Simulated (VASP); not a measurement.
# CaB6 (Pm-3m) in VASP: settings compared, part 2 of 2

VASP 6.6.1. Earlier steps stand in the parts before.

**5. Relaxation of cell and atoms, PBE**

This run uses another cell than the first one, of 10.17 Å³/atom.

File INCAR:

```
SYSTEM = CaB6
PREC = Accurate
ENCUT = 600
EDIFF = 1E-7
ISMEAR = -1
SIGMA = 0.02
LREAL = .False.
LASPH = .True.
NELM = 80
ALGO = Normal
ISIF = 3
LWAVE = .False.
LCHARG = .False.
GGA = PE
IBRION = 2
NSW = 80
EDIFFG = -0.005
```

File KPOINTS:

```
regular mesh
0
Gamma
  6 6 6
  0 0 0
```

File POSCAR:

```
CaB6
1.0
    4.1450000000      0.0000000000      0.0000000000
    0.0000000000      4.1450000000      0.0000000000
    0.0000000000      0.0000000000      4.1450000000
Ca B
1 6
Direct
    0.5000000000      0.5000000000      0.5000000000
    0.0000000000      0.0000000000      0.2930000000
    0.0000000000      0.0000000000      0.7070000000
    0.2930000000      0.0000000000      0.0000000000
    0.7070000000      0.0000000000      0.0000000000
    0.0000000000      0.2930000000      0.0000000000
    0.0000000000      0.7070000000      0.0000000000
```

Run with:

```bash
cat potpaw_PBE.64/Ca_sv/POTCAR potpaw_PBE.64/B/POTCAR > POTCAR
mpirun -np 1 vasp_std > vasp.out
```

It took 70 s on 1 thread of Intel Xeon 6975P-C (Granite Rapids), shared host; peak memory 0.22 GiB.

The run converged. Its results:

```yaml
Free_energy: -45.0204 eV
Relaxed_volume: 10.20 Å³/atom
Relaxed_cell: a = 4.148 Å, b = 4.148 Å, c = 4.148 Å, α = 90.00°, β = 90.00°, γ = 90.00°
Space_group_after_relaxing_to_0.1_Å: Pm-3m (No. 221)
Energy_gained_by_relaxing: 13.4 meV/atom
Ionic_steps: 9
Pressure_after_relaxing: 0.0 GPa
Band_gap_on_the_k_mesh: 0.11 eV (least direct gap 0.15 eV)
```

Step by step:
```
step  energy change (eV)  largest force (eV/Å)  pressure (GPa)  volume (Å³)
   1              0.0000                1.3950            2.35        71.22
   2              0.3163                2.8570           -4.11        72.76
   3             -0.0933                0.0083           -0.71        71.71
   4             -0.0933                0.0365           -0.66        71.70
   5             -0.0940                0.0055            0.12        71.31
   6             -0.0941                0.0094            0.02        71.36
   7             -0.0941                0.0100            0.01        71.36
   8             -0.0940                0.0161           -0.05        71.38
   9             -0.0941                0.0008           -0.01        71.37
```

Final structure:
```yaml
crystal:
  lattice:
    - [4.14797, 0.00000, 0.00000]
    - [0.00000, 4.14797, 0.00000]
    - [0.00000, 0.00000, 4.14797]
  atoms:
    - { symbol: Ca, position: [0.50000, 0.50000, 0.50000] }
    - { symbol: B, position: [0.00000, 0.00000, 0.29839] }
    - { symbol: B, position: [0.00000, 0.00000, 0.70161] }
    - { symbol: B, position: [0.29839, 0.00000, 0.00000] }
    - { symbol: B, position: [0.70161, 0.00000, 0.00000] }
    - { symbol: B, position: [0.00000, 0.29839, 0.00000] }
    - { symbol: B, position: [0.00000, 0.70161, 0.00000] }
```

Levels at points of the mesh, in eV from the valence-band top:
| k point | band 11 | band 12 | band 13 | band 14 | band 15 | band 16 | band 17 | band 18 |
| --- | --- | --- | --- | --- | --- | --- | --- | --- |
| (0.00, 0.00, 0.00) | -5.27 | -0.28 | -0.28 | -0.28 | 2.86 | 2.86 | 2.86 | 3.41 |
| (0.50, 0.00, 0.00) | -2.34 | -2.34 | -1.74 | -0.04 | 0.11 | 3.24 | 3.24 | 3.88 |
| (0.50, 0.50, 0.00) | -2.65 | -2.65 | -1.44 | -1.44 | 3.11 | 3.11 | 4.10 | 4.39 |
| (0.50, 0.50, 0.50) | -4.31 | -1.05 | -1.05 | -1.05 | 4.29 | 4.78 | 4.78 | 4.87 |

**6. Relaxation of cell and atoms, PBEsol**

This run uses another cell than the first one, of 10.19 Å³/atom.

INCAR, as its differences from that of step 5:

```diff
@@ -3,3 +3,3 @@
 ENCUT = 600
-EDIFF = 1E-7
+EDIFF = 1E-6
 ISMEAR = -1
@@ -13,3 +13,3 @@
 LCHARG = .False.
-GGA = PE
+GGA = PS
 IBRION = 2
```

KPOINTS is that of step 5.

File POSCAR:

```
CaB6
1.0
    4.1466424172      0.0000000000      0.0000000000
    0.0000000000      4.1466424172      0.0000000000
    0.0000000000      0.0000000000      4.1466424172
Ca B
1 6
Direct
    0.5000000000      0.5000000000      0.5000000000
    0.0000000000      0.0000000000      0.2983668877
    0.0000000000      0.0000000000      0.7016331123
    0.2983668877      0.0000000000      0.0000000000
    0.7016331123      0.0000000000      0.0000000000
    0.0000000000      0.2983668877      0.0000000000
    0.0000000000      0.7016331123      0.0000000000
```

Potentials or basis: VASP PAW PBE potentials, release 64 (Ca_sv, B).

Run with:

```bash
cat potpaw_PBE.64/Ca_sv/POTCAR potpaw_PBE.64/B/POTCAR > POTCAR
mpirun -np 1 vasp_std > vasp.out
```

OUTCAR:

```text
SYSTEM = CaB6
   PREC = Accurate
   ENCUT = 600
   EDIFF = 1E-6
   ISMEAR = -1
   LREAL = .False.
   LASPH = .True.
   NELM = 80
   ISIF = 3
   GGA = PS
   IBRION = 2
   NSW = 80
   EDIFFG = -0.005

 ion  position               nearest neighbor table
   1  0.500  0.500  0.500-
   2  0.000  0.000  0.298-   3 1.67   4 1.75   5 1.75   6 1.75   7 1.75
   3  0.000  0.000  0.702-   2 1.67   4 1.75   5 1.75   6 1.75   7 1.75
   4  0.298  0.000  0.000-   5 1.67   3 1.75   2 1.75   6 1.75   7 1.75
   5  0.702  0.000  0.000-   4 1.67   3 1.75   2 1.75   6 1.75   7 1.75
   6  0.000  0.298  0.000-   7 1.67   3 1.75   4 1.75   5 1.75   2 1.75
   7  0.000  0.702  0.000-   6 1.67   3 1.75   4 1.75   5 1.75   2 1.75

  LATTYP: Found a simple cubic cell.
 ALAT       =     4.1466424172

  Lattice vectors:
[... 192 lines left out ...]
  -------------------------------------------------------------------------------------
  Total       -0.8537148     -0.8537148     -0.8537148      0.0000000     -0.0000000      0.0000000
  in kB      -19.1837565    -19.1837565    -19.1837565      0.0000000     -0.0000000      0.0000000
  external PRESSURE =     -19.1837565 kB  Pullay stress =       0.0000000 kB
[... 151 lines left out ...]
--------------------------------------- Ionic step        5  -------------------------------------------

 number of electron      28.0000001 magnetization

 Free energy of the ion-electron system (eV)
  ---------------------------------------------------
  ext. energy  EPLUGINS =         0.00000000
  ---------------------------------------------------
  free energy    TOTEN  =       -47.11264678 eV

  energy without entropy =      -47.11231657  energy(sigma->0) =      -47.11248168

 E-fermi :   4.6871     XC(G=0): -10.7576

 val. band max:        4.6225580388   @ k =   0.3333   0.0000   0.0000
 cond. band min:       4.7369564857   @ k =   0.5000   0.0000   0.0000
 fundamental gap:      0.1143984469
 Fermi energy:         4.6870964585

 k-point     1 :       0.0000    0.0000    0.0000
  band No.  band energies     occupation
      1     -36.1944      2.00000
      2     -17.2649      2.00000
      3     -17.2649      2.00000
      4     -17.2649      2.00000
      5      -9.8469      2.00000
      6      -2.3027      2.00000
[... 443 lines left out ...]
  FREE ENERGIE OF THE ION-ELECTRON SYSTEM (eV)
  ---------------------------------------------------
  free  energy   TOTEN  =       -47.1126467838 eV

  energy  without entropy=      -47.1123165719  energy(sigma->0) =      -47.11248168

 reached required accuracy - stopping structural energy minimisation
```

CONTCAR:

```text
CaB6
   1.00000000000000
     4.1290111062541195    0.0000000000000000    0.0000000000000000
     0.0000000000000000    4.1290111062541195   -0.0000000000000000
     0.0000000000000000   -0.0000000000000000    4.1290111062541195
  Ca              B
     1     6
Direct
     0.5000000000000000    0.5000000000000000    0.5000000000000000
     1.0000000000000000    0.0000000000000000    0.2985813498545446
     0.0000000000000000    0.0000000000000000    0.7014186501454553
     0.2985813498545446    0.0000000000000000    0.0000000000000000
     0.7014186501454553    0.0000000000000000    0.0000000000000000
     0.0000000000000000    0.2985813498545446    0.0000000000000000
     1.0000000000000000    0.7014186501454553    0.0000000000000000

  0.00000000E+00  0.00000000E+00  0.00000000E+00
  0.00000000E+00  0.00000000E+00  0.00000000E+00
  0.00000000E+00  0.00000000E+00  0.00000000E+00
  0.00000000E+00  0.00000000E+00  0.00000000E+00
  0.00000000E+00  0.00000000E+00  0.00000000E+00
  0.00000000E+00  0.00000000E+00  0.00000000E+00
  0.00000000E+00  0.00000000E+00  0.00000000E+00
```

Run time: 42 s. Hardware: 1 thread of Intel Xeon 6975P-C (Granite Rapids), shared host; peak memory 0.22 GiB.

Results:

| Quantity | Value |
| --- | --- |
| Free energy | -47.1126 eV |
| Relaxed volume | 10.06 Å³/atom |
| Relaxed cell | a = 4.129 Å, b = 4.129 Å, c = 4.129 Å, α = 90.00°, β = 90.00°, γ = 90.00° |
| Space group after relaxing (to 0.1 Å) | Pm-3m (No. 221) |
| Energy gained by relaxing | 0.8 meV/atom |
| Ionic steps | 5 |
| Pressure after relaxing | 0.0 GPa |
| Band gap on the k mesh | 0.11 eV (least direct gap 0.26 eV) |

The path:
```
step  energy change (eV)  largest force (eV/Å)  pressure (GPa)  volume (Å³)
   1              0.0000                0.0044           -1.92        71.30
   2             -0.0042                0.1001            0.87        70.05
   3             -0.0053                0.0677           -0.01        70.43
   4             -0.0047                0.1324            0.03        70.32
   5             -0.0055                0.0004            0.00        70.39
```

Final structure:
```cif
data_structure
_symmetry_space_group_name_H-M 'P 1'
_symmetry_Int_Tables_number 1
_cell_length_a 4.1290
_cell_length_b 4.1290
_cell_length_c 4.1290
_cell_angle_alpha 90.000
_cell_angle_beta 90.000
_cell_angle_gamma 90.000
_cell_volume 70.39
loop_
_atom_site_label
_atom_site_type_symbol
_atom_site_fract_x
_atom_site_fract_y
_atom_site_fract_z
_atom_site_occupancy
Ca1 Ca 0.50000 0.50000 0.50000 1
B1 B 0.00000 0.00000 0.29858 1
B2 B 0.00000 0.00000 0.70142 1
B3 B 0.29858 0.00000 0.00000 1
B4 B 0.70142 0.00000 0.00000 1
B5 B 0.00000 0.29858 0.00000 1
B6 B 0.00000 0.70142 0.00000 1
```

Caveat: the PAW data sets were made with another functional, which shifts forces and pressure a little. A k mesh can miss the band edges.

**7. Overview**

| task | level | cell | cutoff (eV) | gap on the mesh (eV) | pressure (GPa) | relaxed volume (Å³/atom) | largest force (eV/Å) |
| --- | --- | --- | --- | --- | --- | --- | --- |
| single point | PBEsol | a = 4.127 Å, 7 atoms, atomic positions A | 520 | 0.11 | 0.3 | - | 0.03 |
| single point | PBE | a = 4.147 Å, 7 atoms, atomic positions A | 520 | 0.11 | 0.2 | - | 0.01 |
| single point | r2SCAN | a = 4.136 Å, 7 atoms, atomic positions B | 520 | 0.07 | 0.3 | - | 0.02 |
| relaxation of cell and atoms | PBE | relaxed from a = 4.145 Å, 7 atoms, atomic positions C | 600 | 0.11 | 0.0 | 10.20 | - |
| relaxation of cell and atoms | PBEsol | relaxed from a = 4.147 Å, 7 atoms, atomic positions A | 600 | 0.11 | 0.0 | 10.06 | - |

Alike in all rows: potentials or basis VASP PAW PBE potentials, release 64 (Ca_sv, B); no spin polarisation; k mesh 6 × 6 × 6; smearing fermi-dirac 0.02 eV.

Caveats: the PAW data sets were made with another functional, which shifts forces and pressure a little (at least some runs).

Total energies depend on the potentials used, so only differences within one code and one set of settings carry meaning.

**8. Against experiment**

Step 3. A measured gap of CaB6 is 1.15 eV (“Bulk Band Gaps in Divalent Hexaborides”, 2001, arxiv:cond-mat/0107429); the calculated 0.11 eV misses it by -1.04 eV. So large a miss can be the level of theory's own, or it may mean another phase, state or a wrong row. The value is that of PBE on a finite k mesh, which can miss the band edges, without temperature or zero-point motion. Semilocal functionals fall short of measured gaps as a rule.

Step 4. A measured gap of CaB6 is 1.15 eV (“Bulk Band Gaps in Divalent Hexaborides”, 2001, arxiv:cond-mat/0107429); the calculated 0.07 eV misses it by -1.08 eV. So large a miss can be the level of theory's own, or it may mean another phase, state or a wrong row. The value is that of r2SCAN on a finite k mesh, which can miss the band edges, without temperature or zero-point motion.
